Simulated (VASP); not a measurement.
SiC2:

```xyz
6
Lattice="3.2440 0.0000 0.0000 -1.6220 2.8094 0.0000 0.0000 0.0000 12.5169" Properties=species:S:1:pos:R:3 pbc="T T T"
Si    0.0000    1.8730    0.0000
Si    1.6220    0.9365    0.0000
C     0.0000    1.8730    8.2481
C     0.0000    1.8730    4.2688
C     1.6220    0.9365    8.2481
C     1.6220    0.9365    4.2688
```

```yaml
Program: VASP 6.6.1
Task: relaxation of cell and atoms
Functional: PBE
Potentials_or_basis: VASP PAW PBE potentials, release 64 (Si, C)
Cutoff: 600 eV
k_mesh: 12 × 12 × 4
Occupations: gaussian, width 0.1 eV
Spin: no spin polarisation
```

At the start: pressure -0.4 GPa; volume 19.01 Å³/atom.

Task: Where does the relaxation end?

Result: Over 11 steps the energy falls by 2.9 meV/atom and the volume is 20.79 Å³/atom (+9.4 %); space group P6/mmm (No. 191, to 0.05 Å).

Step by step:
| step | energy change (eV) | largest force (eV/Å) | pressure (GPa) | volume (Å³) |
| --- | --- | --- | --- | --- |
| 1 | 0.0000 | 0.0088 | -0.39 | 114.08 |
| 2 | -0.0027 | 0.0068 | 0.26 | 113.31 |
| 3 | -0.0027 | 0.0069 | 0.24 | 113.34 |
| 4 | -0.0037 | 0.0066 | 0.23 | 113.66 |
| 5 | -0.0062 | 0.0056 | 0.21 | 114.61 |
| 6 | -0.0103 | 0.0039 | 0.20 | 116.50 |
| 7 | -0.0151 | 0.0022 | 0.25 | 120.27 |
| 8 | -0.0142 | 0.0017 | 0.49 | 127.76 |
| 9 | -0.0162 | 0.0018 | 0.34 | 123.60 |
| 10 | -0.0168 | 0.0020 | -0.20 | 125.54 |
| 11 | -0.0171 | 0.0018 | 0.00 | 124.76 |

Final structure:
```
CELL_PARAMETERS angstrom
3.22771 0.00000 0.00000
-1.61385 2.79528 0.00000
0.00000 0.00000 13.82758
ATOMIC_POSITIONS crystal
Si 0.33333 0.66667 0.00000
Si 0.66667 0.33333 0.00000
C 0.33333 0.66667 0.66009
C 0.33333 0.66667 0.33991
C 0.66667 0.33333 0.66009
C 0.66667 0.33333 0.33991
```
